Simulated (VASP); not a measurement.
Wanted: the native input for a VASP 6.6.1 run.

```
Task                   : single point
Functional             : r2SCAN
Potentials or basis    : VASP PAW PBE potentials, release 64 (Ca_sv, Se)
Cutoff                 : 520 eV
k mesh                 : 6 × 6 × 6
Occupations            : gaussian, width 0.01 eV
Spin                   : no spin polarisation
Dipole correction      : no
Further INCAR settings : ALGO = Normal; EDIFF = 1e-07; NBANDS = 15
```

The system is CaSe.

```xyz
2
Lattice="0.0000 3.2796 3.2796 3.4698 0.0000 3.2796 3.4698 3.2796 0.0000" Properties=species:S:1:pos:R:3 pbc="T T T"
Ca    0.0000    0.0000    0.0000
Se    1.7349    1.6398    1.6398
```

This cell differs from its parent crystal: uniaxial x strain +5.8%.

These files were run (other wordings do the same):

POSCAR

```
CaSe
1.0
    0.0000000000      3.2795613709      3.2795613709
    3.4697759304      0.0000000000      3.2795613709
    3.4697759304      3.2795613709      0.0000000000
Ca Se
1 1
Direct
    0.0000000000      0.0000000000      0.0000000000
    0.2500000000      0.2500000000      0.2500000000
```

INCAR.step1

```
PREC     = Accurate       # precision mode
ENCUT    = 520            # plane-wave cutoff, eV
ISMEAR   = 0              # smearing method
SIGMA    = 0.01           # smearing width, eV
LREAL    = False          # projectors in reciprocal space
LASPH    = True           # aspherical terms in the spheres
NELM     = 100            # most SCF steps
NBANDS   = 15             # bands
GGA      = PE             # functional
ALGO     = Normal         # electronic algorithm
EDIFF    = 1E-4           # SCF threshold, eV
LWAVE    = True           # write WAVECAR
LCHARG   = False          # write CHGCAR
```

INCAR.step2

```
PREC     = Accurate       # precision mode
ENCUT    = 520            # plane-wave cutoff, eV
EDIFF    = 1E-7           # SCF threshold, eV
ISMEAR   = 0              # smearing method
SIGMA    = 0.01           # smearing width, eV
LREAL    = False          # projectors in reciprocal space
LASPH    = True           # aspherical terms in the spheres
NELM     = 100            # most SCF steps
ALGO     = Normal         # electronic algorithm
ISIF     = 2              # what is computed and relaxed
LWAVE    = False          # write WAVECAR
LCHARG   = False          # write CHGCAR
METAGGA  = R2SCAN         # meta-GGA
LMIXTAU  = True         
NBANDS   = 15             # bands
ISTART   = 1
```

KPOINTS

```
Automatic mesh
0
Gamma
  6 6 6
```

Potentials or basis: VASP PAW PBE potentials, release 64 (Ca_sv, Se).

The run is started by

```console
$ cat potpaw_PBE.64/Ca_sv/POTCAR potpaw_PBE.64/Se/POTCAR > POTCAR
$ cp INCAR.step1 INCAR
$ mpirun -np 1 vasp_std > vasp.out
$ cp INCAR.step2 INCAR
$ mpirun -np 1 vasp_std > vasp.out
```

It gave:

| Item | Value |
| --- | --- |
| Pressure | -1.7 GPa |
| Band gap on the k mesh | 3.41 eV (least direct gap 3.53 eV) |

Caveat: the cell differs from its parent crystal (uniaxial x strain +5.8%); the structure was generated, so it needn't be the stable form of CaSe; the PAW data sets were made with another functional, which shifts forces and pressure a little.

Wall time 89 s on 1 thread of Intel(R) Xeon(R) Platinum 8488C (Sapphire Rapids) (shared host), peak memory 0.23 GiB.
